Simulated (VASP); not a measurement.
Te: single point with PBE-based screened hybrid with 35 % exact exchange

Te:

```
CELL_PARAMETERS angstrom
4.45400 0.00000 0.00000
-2.22700 3.85728 0.00000
0.00000 0.00000 5.92400
ATOMIC_POSITIONS crystal
Te 0.73100 0.73100 0.00000
Te 0.00000 0.26900 0.66667
Te 0.26900 0.00000 0.33333
```

```
Program                            : VASP 6.6.1
Task                               : single point
Functional                         : PBE-based screened hybrid with 35 % exact exchange
Potentials or basis                : VASP PAW PBE potentials, release 64 (Te)
Cutoff                             : 520 eV
k mesh                             : 4 × 4 × 3
Occupations                        : fermi-dirac, width 0.05 eV
Spin                               : no spin polarisation
Dipole correction                  : no
Grid for exact exchange (PRECFOCK) : Normal
Share of exact exchange            : 0.35
Further INCAR settings             : ALGO = Normal; EDIFF = 1e-06; NBANDS = 16
Screening parameter                : 0.20787 1/Å
```

```yaml
Pressure: -1.6 GPa
Largest_force: 0.527 eV/Å
Band_gap_on_the_k_mesh: 1.48 eV (least direct gap 1.69 eV)
```

Forces on the atoms (eV/Å):
```
Te   0.263  0.456  0.000
Te   0.263 -0.456  0.000
Te  -0.527  0.000  0.000
```

Stress tensor (GPa, compression positive):
```
-1.00  0.00  0.00
 0.00 -1.00  0.00
 0.00  0.00 -2.75
```

Levels at points of the mesh, in eV from the valence-band top:
```csv
k point,band 6,band 7,band 8,band 9,band 10,band 11,band 12,band 13
"(0.00, 0.00, 0.00)",-2.71,-1.66,-1.66,-0.75,2.04,2.04,2.76,6.19
"(0.50, 0.00, 0.00)",-3.82,-3.72,-0.84,-0.66,1.81,1.92,4.02,5.11
```

Run time: 12 min on 1 thread of Intel(R) Xeon(R) Platinum 8375C CPU @ 2.90GHz (Ice Lake), with other jobs on the host, peak memory 0.35 GiB.

Caveat: the PAW data sets were made with another functional, which shifts forces and pressure a little; spin-orbit coupling is left out, which moves the levels of the heavy elements; an odd mesh through Γ misses points on the zone boundary, where band edges can lie.
